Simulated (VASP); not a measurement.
# WSe2 (P6_3/mmc) in VASP: further runs, part 2 of 2

VASP 6.6.1. The steps go on from the part before.

## (4) Relaxation of cell and atoms, PBE+D3(BJ)

This run uses another cell than the first one, of 20.26 Å³/atom, 1.021 times its volume.

Contents of INCAR:

```
ALGO = Normal
EDIFF = 1E-7
EDIFFG = -0.005
ENCUT = 600
GGA = PE
IBRION = 2
ISIF = 3
ISMEAR = 0
IVDW = 12
LASPH = True
LCHARG = False
LREAL = False
LWAVE = False
NELM = 100
NSW = 100
PREC = Accurate
SIGMA = 0.02
```

Contents of KPOINTS:

```
k-points
0
Gamma
  9 9 2
```

Contents of POSCAR:

```
WSe2
1.0
    3.2899984505      0.0000000000      0.0000000000
   -1.6449992252      2.8492222365      0.0000000000
    0.0000000000      0.0000000000     12.9700000000
W Se
2 4
Direct
    0.3333333333      0.6666666667      0.2500000000
    0.6666666667      0.3333333333      0.7500000000
    0.3333333333      0.6666666667      0.6210000000
    0.6666666667      0.3333333333      0.1210000000
    0.3333333333      0.6666666667      0.8790000000
    0.6666666667      0.3333333333      0.3790000000
```

Potentials or basis: VASP PAW PBE potentials, release 64 (W_sv, Se).

Launch:

```
cat potpaw_PBE.64/W_sv/POTCAR potpaw_PBE.64/Se/POTCAR > POTCAR
mpirun -np 1 vasp_std > vasp.out
```

OUTCAR:

```text
EDIFF = 1E-7
   EDIFFG = -0.005
   ENCUT = 600
   GGA = PE
   IBRION = 2
   ISIF = 3
   ISMEAR = 0
   IVDW = 12
   LASPH = True
   LREAL = False
   NELM = 100
   NSW = 100
   PREC = Accurate
 IVDW          = 12

 ion  position               nearest neighbor table
   1  0.333  0.667  0.250-   4 2.53   6 2.53   4 2.53   6 2.53   4 2.53   6 2.53
   2  0.667  0.333  0.750-   3 2.53   5 2.53   3 2.53   5 2.53   3 2.53   5 2.53
   3  0.333  0.667  0.621-   2 2.53   2 2.53   2 2.53
   4  0.667  0.333  0.121-   1 2.53   1 2.53   1 2.53
   5  0.333  0.667  0.879-   2 2.53   2 2.53   2 2.53
   6  0.667  0.333  0.379-   1 2.53   1 2.53   1 2.53

  LATTYP: Found a hexagonal cell.
 ALAT       =     3.2899984505
 C/A-ratio  =     3.9422510968

  Lattice vectors:

 A1 = (   3.2899984505,   0.0000000000,   0.0000000000)
 A2 = (  -1.6449992252,   2.8492222365,   0.0000000000)
 A3 = (   0.0000000000,   0.0000000000,  12.9700000000)

Analysis of symmetry for initial positions (statically):
=====================================================================
 Subroutine PRICEL returns:
 Original cell was already a primitive cell.

 Routine SETGRP: Setting up the symmetry group for a
 hexagonal supercell.

 Subroutine GETGRP returns: Found 24 space group operations
 (whereof 12 operations were pure point group operations)
 out of a pool of 24 trial point group operations.

[... 148 lines left out ...]
   GGA     = PE    functional components
   LHFCALC =     F    Hartree Fock is set to
   AEXX    =    0.0000 exact exchange contribution
   IVDW    =    12    specifies the selected vdW correction
   LEPSILON=     F    determine dielectric tensor
   LRPA    =     F    only Hartree local field effects (RPA)
 conjugate gradient relaxation of ions
 non-spin polarized calculation
 Gauss-broadening in eV      SIGMA  =   0.02
  energy-cutoff  :      600.00
  volume of cell :      121.58
 maximum number of plane-waves:      4120
 NGX is ok and might be reduce to    28
   NGX = 13   NGY = 13   NGZ = 51

--------------------------------------- Ionic step        1  -------------------------------------------

 number of electron      51.9999998 magnetization

 Free energy of the ion-electron system (eV)
  ---------------------------------------------------
  ext. energy  EPLUGINS =         0.00000000
  ---------------------------------------------------
  free energy    TOTEN  =       -43.12908022 eV

  energy without entropy =      -43.12908022  energy(sigma->0) =      -43.12908022

------------------------ aborting loop because EDIFF is reached ----------------------------------------

 Edisp (eV)   -2.79099

 E8    (eV) :    -1.2448
[... 343 lines left out ...]
--------------------------------------- Ionic step        9  -------------------------------------------

 number of electron      52.0000002 magnetization

 Free energy of the ion-electron system (eV)
  ---------------------------------------------------
  ext. energy  EPLUGINS =         0.00000000
  ---------------------------------------------------
  free energy    TOTEN  =       -43.08304275 eV

  energy without entropy =      -43.08304275  energy(sigma->0) =      -43.08304275

 E-fermi :   6.7290     XC(G=0): -10.8918

 val. band max:        6.5018432495   @ k =   0.0000   0.0000   0.0000
 cond. band min:       7.4948825800   @ k =   0.2222   0.1111   0.0000
 fundamental gap:      0.9930393304
 Fermi energy:         6.7290352178

 k-point     1 :       0.0000    0.0000    0.0000
  band No.  band energies     occupation
      1     -67.8394      2.00000
      2     -67.8393      2.00000
      3     -32.0880      2.00000
      4     -32.0880      2.00000
      5     -31.9513      2.00000
      6     -31.9513      2.00000
[... 842 lines left out ...]
  FREE ENERGIE OF THE ION-ELECTRON SYSTEM (eV)
  ---------------------------------------------------
  free  energy   TOTEN  =       -45.9316618603 eV

  energy  without entropy=      -45.9316618603  energy(sigma->0) =      -45.93166186

 reached required accuracy - stopping structural energy minimisation
```

CONTCAR:

```text
WSe2
   1.00000000000000
     3.2803163634598786   -0.0000000000001737   -0.0000000000000000
    -1.6401581816802366    2.8408373031620884    0.0000000000000000
    -0.0000000000000000   -0.0000000000000000   12.7969332666905018
  W               Se
     2     4
Direct
     0.3333333332999970    0.6666666667000030    0.2500000000000000
     0.6666666667000030    0.3333333332999970    0.7500000000000000
     0.3333333332999970    0.6666666667000030    0.6181891059405099
     0.6666666667000030    0.3333333332999970    0.1181891059405099
     0.3333333332999970    0.6666666667000030    0.8818108940594901
     0.6666666667000030    0.3333333332999970    0.3818108940594902

  0.00000000E+00  0.00000000E+00  0.00000000E+00
  0.00000000E+00  0.00000000E+00  0.00000000E+00
  0.00000000E+00  0.00000000E+00  0.00000000E+00
  0.00000000E+00  0.00000000E+00  0.00000000E+00
  0.00000000E+00  0.00000000E+00  0.00000000E+00
  0.00000000E+00  0.00000000E+00  0.00000000E+00
```

Wall time 14 min (1 thread of AMD EPYC 7R43 (Zen 3), shared host); peak memory 0.31 GiB.

Results:

| Item | Value |
| --- | --- |
| Free energy | -45.9317 eV |
| Relaxed volume | 19.88 Å³/atom |
| Relaxed cell | a = 3.280 Å, b = 3.280 Å, c = 12.797 Å, α = 90.00°, β = 90.00°, γ = 120.00° |
| Space group after relaxing (to 0.05 Å) | P6_3/mmc (No. 194) |
| Energy gained by relaxing | 1.9 meV/atom |
| Ionic steps | 9 |
| Pressure after relaxing | 0.0 GPa |
| Largest force after relaxing | 0.004 eV/Å |
| Band gap on the k mesh | 0.99 eV, indirect (least direct gap 1.56 eV) |
| Dispersion energy per atom | -0.475 eV |

Forces on the atoms (eV/Å):
```
W    0.000  0.000  0.000
W    0.000  0.000  0.000
Se   0.000  0.000  0.004
Se   0.000  0.000  0.004
Se   0.000  0.000 -0.004
Se   0.000  0.000 -0.004
```

The path:
```
step  energy change (eV)  largest force (eV/Å)  pressure (GPa)  volume (Å³)
   1              0.0000                0.2218            0.25       121.58
   2              0.0000                0.1182           -1.41       122.15
   3             -0.0034                0.0497           -0.59       121.86
   4             -0.0061                0.0516            0.00       120.88
   5             -0.0061                0.0517            0.07       120.77
   6             -0.0080                0.0407            0.05       120.46
   7             -0.0114                0.0074            0.02       119.55
   8             -0.0116                0.0051            0.01       119.22
   9             -0.0116                0.0038            0.02       119.25
```

Final structure:
```cif
data_structure
_symmetry_space_group_name_H-M 'P 1'
_symmetry_Int_Tables_number 1
_cell_length_a 3.2803
_cell_length_b 3.2803
_cell_length_c 12.7969
_cell_angle_alpha 90.000
_cell_angle_beta 90.000
_cell_angle_gamma 120.000
_cell_volume 119.25
loop_
_atom_site_label
_atom_site_type_symbol
_atom_site_fract_x
_atom_site_fract_y
_atom_site_fract_z
_atom_site_occupancy
W1 W 0.33333 0.66667 0.25000 1
W2 W 0.66667 0.33333 0.75000 1
Se1 Se 0.33333 0.66667 0.61819 1
Se2 Se 0.66667 0.33333 0.11819 1
Se3 Se 0.33333 0.66667 0.88181 1
Se4 Se 0.66667 0.33333 0.38181 1
```

Caveat: spin-orbit coupling is left out, which moves the levels of the heavy elements.

## (5) Against experiment

Step 2. A measured gap of WSe2 is 1.3 eV (indirect; “Time-resolved XUV ARPES with tunable 24–33 eV laser pulses at 30 meV resolution”, 2019, pmc:6684652); the calculated 0.99 eV misses it by -0.31 eV. Spin-orbit coupling on Se, W is left out. The value is that of PBE+D3(BJ) on a finite k mesh, which can miss the band edges, without temperature or zero-point motion. Semilocal functionals fall short of measured gaps as a rule.

Step 3. Measured gap of WSe2: 1.3 eV (indirect; “Time-resolved XUV ARPES with tunable 24–33 eV laser pulses at 30 meV resolution”, 2019, pmc:6684652). This calculation gives 0.99 eV (-0.31 eV). Spin-orbit coupling on Se, W is left out. The value is that of PBE+D3(BJ) on a finite k mesh, which can miss the band edges, without temperature or zero-point motion. Semilocal functionals fall short of measured gaps as a rule.
